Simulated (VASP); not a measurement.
# Ag (Fm-3m) in VASP: notebook

The runs below take Ag through single point, with revPBE, BLYP+D3(BJ).

Everything below comes from runs of VASP 6.6.1. Logs are shortened: lines on timing, memory, paths and dates and some standing lists are left out, and cuts for length are marked.

## (1) The cell of the first run

Symmetry: Fm-3m, No. 225, cubic system. The conventional cell has a = 4.113 Å, b = 4.113 Å, c = 4.113 Å, α = 90.00°, β = 90.00°, γ = 90.00°. Within 3.8 Å of Ag (site symmetry m-3m) lie 12 Ag at 2.91 Å.

## (2) Single point, revPBE

Input file INCAR:

```
SYSTEM = Ag
  PREC = Accurate
  ENCUT = 520
  EDIFF = 1E-7
  ISMEAR = -1
  SIGMA = 0.05
  LREAL = .False.
  LASPH = .True.
  NELM = 100
  ALGO = Normal
  ISIF = 2
  LWAVE = .False.
  LCHARG = .True.
  GGA = RE
  LELF = .True.
  LVHAR = .True.
  NBANDS = 12
```

Input file KPOINTS:

```
regular mesh
0
Gamma
  11 11 11
  0 0 0
```

Input file POSCAR:

```
Ag
1.0
    0.0000000000      2.0562785400      2.0562785400
    2.0562785400      0.0000000000      2.0562785400
    2.0562785400      2.0562785400      0.0000000000
Ag
1
Direct
    0.0000000000      0.0000000000      0.0000000000
```

Potentials or basis: VASP PAW PBE potentials, release 64 (Ag).

On the command line:

```
$ cat potpaw_PBE.64/Ag/POTCAR > POTCAR
$ mpirun -np 1 vasp_std > vasp.out
```

OUTCAR:

```text
SYSTEM = Ag
   PREC = Accurate
   ENCUT = 520
   EDIFF = 1E-7
   ISMEAR = -1
   LREAL = .False.
   LASPH = .True.
   NELM = 100
   ISIF = 2
   GGA = RE

 ion  position               nearest neighbor table
   1  0.000  0.000  0.000-

  LATTYP: Found a face centered cubic cell.
 ALAT       =     4.1125570800

  Lattice vectors:

 A1 = (   0.0000000000,   2.0562785400,   2.0562785400)
 A2 = (   2.0562785400,   0.0000000000,   2.0562785400)
 A3 = (   2.0562785400,   2.0562785400,   0.0000000000)

Analysis of symmetry for initial positions (statically):
=====================================================================
 Subroutine PRICEL returns:
 Original cell was already a primitive cell.

 Routine SETGRP: Setting up the symmetry group for a
 face centered cubic supercell.

 Subroutine GETGRP returns: Found 48 space group operations
 (whereof 48 operations were pure point group operations)
 out of a pool of 48 trial point group operations.

The static configuration has the point symmetry O_h .

Analysis of symmetry for dynamics (positions and initial velocities):
=====================================================================
 Subroutine PRICEL returns:
 Original cell was already a primitive cell.

 Routine SETGRP: Setting up the symmetry group for a
 face centered cubic supercell.

 Subroutine GETGRP returns: Found 48 space group operations
 (whereof 48 operations were pure point group operations)
 out of a pool of 48 trial point group operations.

The dynamic configuration has the point symmetry O_h .

 Subroutine INISYM returns: Found 48 space group operations
 (whereof 48 operations are pure point group operations),
 and found     1 'primitive' translations

----------------------------------------------------------------------------------------

                                     Primitive cell

  volume of cell :      17.3890

  direct lattice vectors                    reciprocal lattice vectors
     0.000000000  2.056278540  2.056278540    -0.243157719  0.243157719  0.243157719
     2.056278540  0.000000000  2.056278540     0.243157719 -0.243157719  0.243157719
     2.056278540  2.056278540  0.000000000     0.243157719  0.243157719 -0.243157719

  length of vectors
     2.908016999  2.908016999  2.908016999     0.421161524  0.421161524  0.421161524

  position of ions in fractional coordinates (direct lattice)
     0.000000000  0.000000000  0.000000000

  ion indices of the primitive-cell ions
   primitive index   ion index
                 1           1

----------------------------------------------------------------------------------------

 KPOINTS: regular mesh

Automatic generation of k-mesh.
 Grid dimensions read from file:
 generate k-points for:   11   11   11

 Generating k-lattice:

  Cartesian coordinates                     Fractional coordinates (reciprocal lattice)
    -0.022105247  0.022105247  0.022105247     0.090909091  0.000000000  0.000000000
     0.022105247 -0.022105247  0.022105247     0.000000000  0.090909091  0.000000000
     0.022105247  0.022105247 -0.022105247     0.000000000  0.000000000  0.090909091

  Length of vectors
     0.038287411  0.038287411  0.038287411

  Shift w.r.t. Gamma in fractional coordinates (k-lattice)
     0.000000000  0.000000000  0.000000000

 Subroutine IBZKPT returns following result:
 ===========================================

 Found     56 irreducible k-points:

 Following reciprocal coordinates:
            Coordinates               Weight
  0.000000  0.000000  0.000000      1.000000
  0.090909  0.000000  0.000000      8.000000
  0.181818  0.000000  0.000000      8.000000
  0.272727  0.000000  0.000000      8.000000
  0.363636  0.000000  0.000000      8.000000
  0.454545  0.000000  0.000000      8.000000
[... 16 lines left out ...]
 -0.272727  0.181818  0.000000     24.000000
 -0.181818  0.181818  0.000000     12.000000
 [... further k-points ...]
   k-points           NKPTS =     56   k-points in BZ     NKDIM =     56   number of bands    NBANDS=     12
   number of dos      NEDOS =    301   number of ions     NIONS =      1
   total plane-waves  NPLWV =  13824
   dimension x,y,z NGX =    24 NGY =   24 NGZ =   24
   dimension x,y,z NGXF=    48 NGYF=   48 NGZF=   48
   ions per type =               1
   NGX,Y,Z   is equivalent  to a cutoff of  13.72, 13.72, 13.72 a.u.
   NGXF,Y,Z  is equivalent  to a cutoff of  27.44, 27.44, 27.44 a.u.
 SYSTEM =  Ag
   PREC   = accura    normal or accurate (medium, high low for compatibility)
   ISTART =      0    job   : 0-new  1-cont  2-samecut
   ICHARG =      2    charge: 1-file 2-atom 10-const
   ISPIN  =      1    spin polarized calculation?
   LNONCOLLINEAR =      F non collinear calculations
   LSORBIT =      F    spin-orbit coupling
   LASPH  =      T    aspherical Exc in radial PAW
   ENCUT  =  520.0 eV  38.22 Ry    6.18 a.u.   5.41  5.41  5.41*2*pi/ulx,y,z
   NELM   =    100;   NELMIN=  2; NELMDL= -5     # of ELM steps
   EDIFF  = 0.1E-06   stopping-criterion for ELM
   LREAL  =      F    real-space projection
   EDIFFG = 0.1E-05   stopping-criterion for IOM
   NSW    =      0    number of steps for IOM
   IBRION =     -1    ionic relax: 0-MD 1-quasi-New 2-CG
   NFREE  =      0    steps in history (QN), initial steepest desc. (CG)
   ISIF   =      2    stress and relaxation
   ISYM   =      2    0-nonsym 1-usesym 2-fastsym
   POTIM  = 0.5000    time-step for ionic-motion
   TEBEG  =    0.0;   TEEND  =   0.0 temperature during run
   PSTRESS=    0.0 pullay stress
   NELECT =      11.0000    total number of electrons
   NUPDOWN=      -1.0000    fix difference up-down
   EMIN   =  10.00;   EMAX   =-10.00  energy-range for DOS
   EFERMI =   0.00;   METHOD = LEGACY
   ISMEAR =    -1;   SIGMA  =   0.05  broadening in eV -4-tet -1-fermi 0-gaus
   EFERMI_NEDOS =   21; number of points for ismear=-14 and -15
   IALGO  =     38    algorithm
   IMIX   =      4    mixing-type and parameters
     AMIX     =   0.40;   BMIX     =  1.00
     AMIX_MAG =   1.60;   BMIX_MAG =  1.00
  volume/ion in A,a.u.               =      17.39       117.35
  Fermi-wavevector in a.u.,A,eV,Ry     =   1.405337  2.655702 26.871123  1.974972
  Thomas-Fermi vector in A             =   2.527808
   LORBIT       =      0    0 simple, 1 ext, 2 COOP (PROOUT), +10 PAW based schemes
   GGA     = RE    functional components
   LHFCALC =     F    Hartree Fock is set to
   AEXX    =    0.0000 exact exchange contribution
   IVDW    =     0    specifies the selected vdW correction
   LEPSILON=     F    determine dielectric tensor
   LRPA    =     F    only Hartree local field effects (RPA)
 non-spin polarized calculation
  energy-cutoff  :      520.00
  volume of cell :       17.39
 maximum number of plane-waves:       487
 NGX is ok and might be reduce to    24
   NGX = 11   NGY = 11   NGZ = 11

 number of electron      10.9999999 magnetization

 Free energy of the ion-electron system (eV)
  ---------------------------------------------------
  ext. energy  EPLUGINS =         0.00000000
  ---------------------------------------------------
  free energy    TOTEN  =        -2.28322898 eV

  energy without entropy =       -2.27999970  energy(sigma->0) =       -2.28161434

 E-fermi :   8.5319     XC(G=0): -11.9976

 val. band max:        8.5100973433   @ k =  -0.4545   0.0909   0.0000
 cond. band min:       8.5877407521   @ k =   0.4545   0.3636   0.0000
 fundamental gap:      0.0776434088
 Fermi energy:         8.5319019929

 k-point     1 :       0.0000    0.0000    0.0000
  band No.  band energies     occupation
      1       0.6611      2.00000
      2       3.5057      2.00000
      3       3.5057      2.00000
      4       3.5057      2.00000
      5       4.4988      2.00000
      6       4.4988      2.00000
      7      24.2310      0.00000
      8      27.7231      0.00000
      9      27.7231      0.00000
     10      27.7231      0.00000
     11      32.4290      0.00000
     12      33.4845      0.00000

 k-point     2 :       0.0909    0.0000    0.0000
  band No.  band energies     occupation
      1       0.9122      2.00000
      2       3.4535      2.00000
      3       3.5716      2.00000
      4       3.5716      2.00000
      5       4.4758      2.00000
      6       4.4758      2.00000
      7      24.1663      0.00000
      8      25.9402      0.00000
      9      27.8058      0.00000
     10      27.8058      0.00000
     11      32.0283      0.00000
     12      33.1850      0.00000

 k-point     3 :       0.1818    0.0000    0.0000
  band No.  band energies     occupation
      1       1.5639      2.00000
      2       3.4269      2.00000
      3       3.6897      2.00000
      4       3.6897      2.00000
      5       4.4856      2.00000
      6       4.4856      2.00000
      7      21.8631      0.00000
      8      25.0643      0.00000
      9      27.8909      0.00000
     10      27.8909      0.00000
     11      30.8744      0.00000
     12      32.1659      0.00000

 k-point     4 :       0.2727    0.0000    0.0000
  band No.  band energies     occupation
      1       2.0722      2.00000
      2       3.6817      2.00000
      3       3.6817      2.00000
      4       4.0252      2.00000
      5       4.6903      2.00000
      6       4.6903      2.00000
      7      18.3946      0.00000
      8      24.6364      0.00000
      9      27.5385      0.00000
     10      27.5385      0.00000
     11      31.1783      0.00000
     12      31.1799      0.00000

 k-point     5 :       0.3636    0.0000    0.0000
  band No.  band energies     occupation
      1       2.0751      2.00000
      2       3.5757      2.00000
      3       3.5757      2.00000
      4       5.0096      2.00000
      5       5.0096      2.00000
      6       5.6184      2.00000
      7      15.0356      0.00000
      8      23.9557      0.00000
      9      26.7009      0.00000
     10      26.7009      0.00000
     11      30.8567      0.00000
     12      30.8567      0.00000
[... 228 lines left out ...]
      1       2.4198      2.00000
      2       3.2194      2.00000
      3       3.9148      2.00000
      4       4.1630      2.00000
      5       5.2342      2.00000
      6       9.8332      0.00000
      7      12.0863      0.00000
      8      20.7278      0.00000
      9      23.5986      0.00000
     10      24.4921      0.00000
     11      33.0246      0.00000
     12      33.0700      0.00000

 k-point    22 :      -0.3636    0.1818    0.0000
  band No.  band energies     occupation
      1       2.5273      2.00000
      2       3.2685      2.00000
      3       3.9009      2.00000
      4       4.1309      2.00000
      5       4.9415      2.00000
      6       8.6763      0.10541
      7      13.6671      0.00000
      8      20.0831      0.00000
      9      24.7216      0.00000
     10      24.9685      0.00000
     11      31.9594      0.00000
     12      32.7990      0.00000

 k-point    23 :      -0.2727    0.1818    0.0000
  band No.  band energies     occupation
      1       2.7050      2.00000
      2       3.3401      2.00000
      3       3.7751      2.00000
      4       3.9734      2.00000
      5       4.5189      2.00000
      6       6.8897      2.00000
      7      16.8100      0.00000
      8      19.9532      0.00000
      9      25.4809      0.00000
     10      26.9195      0.00000
     11      30.2653      0.00000
     12      32.7456      0.00000

 k-point    24 :      -0.1818    0.1818    0.0000
  band No.  band energies     occupation
      1       2.6461      2.00000
      2       3.1232      2.00000
      3       3.7199      2.00000
      4       4.0969      2.00000
      5       4.1266      2.00000
      6       5.6294      2.00000
      7      20.0630      0.00000
      8      20.4466      0.00000
      9      26.7464      0.00000
     10      28.5599      0.00000
     11      29.1322      0.00000
     12      32.6120      0.00000

 [... further k-points ...]
[... 5 lines left out ...]
  --------------------------------------------------------------------------------------
  -------------------------------------------------------------------------------------
  Total        0.5460725      0.5460725      0.5460725     -0.0000000      0.0000000      0.0000000
  in kB       50.3135625     50.3135625     50.3135625     -0.0000000      0.0000000      0.0000000
  external PRESSURE =      50.3135625 kB  Pullay stress =       0.0000000 kB

 VOLUME and BASIS-vectors are now :
 -----------------------------------------------------------------------------
  energy-cutoff  :      520.00
  volume of cell :       17.39
      direct lattice vectors                 reciprocal lattice vectors
     0.000000000  2.056278540  2.056278540    -0.243157719  0.243157719  0.243157719
     2.056278540  0.000000000  2.056278540     0.243157719 -0.243157719  0.243157719
     2.056278540  2.056278540  0.000000000     0.243157719  0.243157719 -0.243157719

 POSITION                                       TOTAL-FORCE (eV/Angst)
 -----------------------------------------------------------------------------------
      0.00000      0.00000      0.00000         0.000000      0.000000      0.000000
 -----------------------------------------------------------------------------------
    total drift:                               -0.000000      0.000000      0.000000

  FREE ENERGIE OF THE ION-ELECTRON SYSTEM (eV)
  ---------------------------------------------------
  free  energy   TOTEN  =        -2.2832289757 eV

  energy  without entropy=       -2.2799996997  energy(sigma->0) =       -2.28161434
```

It took 9 s on 1 thread of AMD EPYC 7R13 (Zen 3), shared host; peak memory 0.11 GiB.

What came out:

* Free energy: -2.2832 eV
* Pressure: 5.0 GPa

Levels at points of the mesh, in eV from the Fermi level:
```
           k point  band 3  band 4  band 5  band 6  band 7  band 8  band 9  band 10
(0.00, 0.00, 0.00)   -5.03   -5.03   -4.03   -4.03   15.70   19.19   19.19    19.19
```

Caveat: the PAW data sets were made with another functional, which shifts forces and pressure a little.

## (3) Single point, revPBE

This run uses another cell than the first one, of 17.73 Å³/atom, 1.020 times its volume.

Input file INCAR:

```
SYSTEM = Ag
PREC     = Accurate       ! precision mode
ENCUT    = 520            ! plane-wave cutoff, eV
EDIFF    = 1E-6           ! SCF threshold, eV
ISMEAR   = -1             ! smearing method
SIGMA    = 0.05           ! smearing width, eV
LREAL    = .FALSE.        ! projectors in reciprocal space
LASPH    = .TRUE.         ! aspherical terms in the spheres
NELM     = 60             ! most SCF steps
ALGO     = Normal         ! electronic algorithm
ISIF     = 2              ! what is computed and relaxed
LWAVE    = .FALSE.        ! write WAVECAR
LCHARG   = .TRUE.         ! write CHGCAR
GGA      = RE             ! functional
LELF     = .TRUE.         ! ELF
LVHAR    = .TRUE.       
NBANDS   = 12             ! bands
```

Input file KPOINTS:

```
regular mesh
0
G
  11 11 11
  0 0 0
```

Input file POSCAR:

```
Ag
1.0
    0.0000000000      2.0696313722      2.0696313722
    2.0696313722      0.0000000000      2.0696313722
    2.0696313722      2.0696313722      0.0000000000
Ag
1
Direct
    0.0000000000      0.0000000000      0.0000000000
```

Potentials or basis: VASP PAW PBE potentials, release 64 (Ag).

On the command line:

```
$ cat potpaw_PBE.64/Ag/POTCAR > POTCAR
$ mpirun -np 1 vasp_std > vasp.out
```

Run time: 9.2 s. Hardware: 1 thread of AMD EPYC 7R13 (Zen 3), shared host; peak memory 0.11 GiB.

The run converged. Its results:

```yaml
Free_energy: -2.2920 eV
Pressure: 3.1 GPa
```

Levels at points of the mesh, in eV from the Fermi level:
| k point | band 4 | band 5 | band 6 | band 7 | band 8 | band 9 |
| --- | --- | --- | --- | --- | --- | --- |
| (0.00, 0.00, 0.00) | -4.97 | -4.01 | -4.01 | 15.64 | 19.02 | 19.02 |

Caveat: the PAW data sets were made with another functional, which shifts forces and pressure a little.

(Continued in part 2 of 2.)
